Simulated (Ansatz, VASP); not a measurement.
# Two plane-wave programs on MgCd2Te3

The input INCAR:

```
PREC     = Accurate       # precision mode
ENCUT    = 600            # plane-wave cutoff, eV
EDIFF    = 1E-7           # SCF threshold, eV
ISMEAR   = 0              # smearing method
SIGMA    = 0.1            # smearing width, eV
LREAL    = False          # projectors in reciprocal space
LASPH    = True           # aspherical terms in the spheres
NELM     = 60             # most SCF steps
ALGO     = Normal         # electronic algorithm
ISIF     = 3              # what is computed and relaxed
LWAVE    = False          # write WAVECAR
LCHARG   = False          # write CHGCAR
GGA      = PE             # functional
IBRION   = 2              # ionic algorithm
NSW      = 100            # ionic steps
EDIFFG   = -0.01          # ionic threshold
```

Contents of KPOINTS:

```
Automatic mesh
0
Gamma
  6 6 8
```

Contents of POSCAR:

```
MgCd2Te3
1.0
    6.3658089300      0.0000000000      0.0000000000
   -3.1829044600      5.5129522500      0.0000000000
    0.0000000000      0.0000000000      5.2453566900
Mg Cd Te
1 2 3
Direct
    0.0000000000      0.0000000000      0.0000000000
    0.3333333300      0.6666666700      0.0000000000
    0.6666666700      0.3333333300      0.0000000000
    0.5000000000      0.0000000000      0.5000000000
    0.0000000000      0.5000000000      0.5000000000
    0.5000000000      0.5000000000      0.5000000000
```

Input for Ansatz:

```yaml
crystal:
  lattice:
    - [6.36580893, 0.0, 0.0]
    - [-3.18290446, 5.51295225, 0.0]
    - [0.0, 0.0, 5.24535669]
  atoms:
    - { symbol: Mg, position: [0.0, 0.0, 0.0] }
    - { symbol: Cd, position: [0.33333333, 0.66666667, 0.0] }
    - { symbol: Cd, position: [0.66666667, 0.33333333, 0.0] }
    - { symbol: Te, position: [0.5, 0.0, 0.5] }
    - { symbol: Te, position: [0.0, 0.5, 0.5] }
    - { symbol: Te, position: [0.5, 0.5, 0.5] }
basis:
  ecutwfc: 420
kpoints:
  mp_grid: { grid: [6, 6, 8] }
hamiltonian:
  xc: pbe
scf:
  occupations: { method: gaussian, width: 0.1 }
output:
  forces: true
  stress: true
  eigenvalues: true
  write_density: true
  write_potential: true
  elf: true
  volumetric_format: npy
relax:
  adjacent_minimum: "off"
  f_tol: 0.01
  max_steps: 80
  cell: { stress_tol: 0.05 }
```

Change from the starting cell: species swapped into the YCo3Ni2 type (P6/mmm, No. 191).

Alike in both runs: task relaxation of cell and atoms; functional PBE; k mesh 6 × 6 × 8; occupations gaussian, width 0.1 eV; no spin polarisation.

|  | VASP | Ansatz |
| --- | --- | --- |
| version | VASP 6.6.1 | Ansatz 0.2.0 |
| potentials or method | VASP PAW PBE potentials, release 64 (Mg, Cd, Te), cutoff 600 eV | scalar-relativistic, plane waves, PAW |
| valence electrons in the cell | 44 | 98 |

Ansatz gave:

- gap on the k mesh at the Fermi level, each at its own relaxed structure (eV): none
- relaxed volume (Å³/atom): 32.01
- relaxed cell length with the largest relative difference (Å): 4.971

Problem. Which values does VASP return?

Solution. gap on the k mesh at the Fermi level, each at its own relaxed structure (eV): none; relaxed volume (Å³/atom): 31.99; relaxed cell length with the largest relative difference (Å): 4.985.

A gap of «none» marks a metal or a gap that the smearing closes. VASP's potentials hold 44 valence electrons a cell and Ansatz's 98, so a difference there can come from the potentials and not from the codes.

Neither program's run includes spin-orbit coupling.
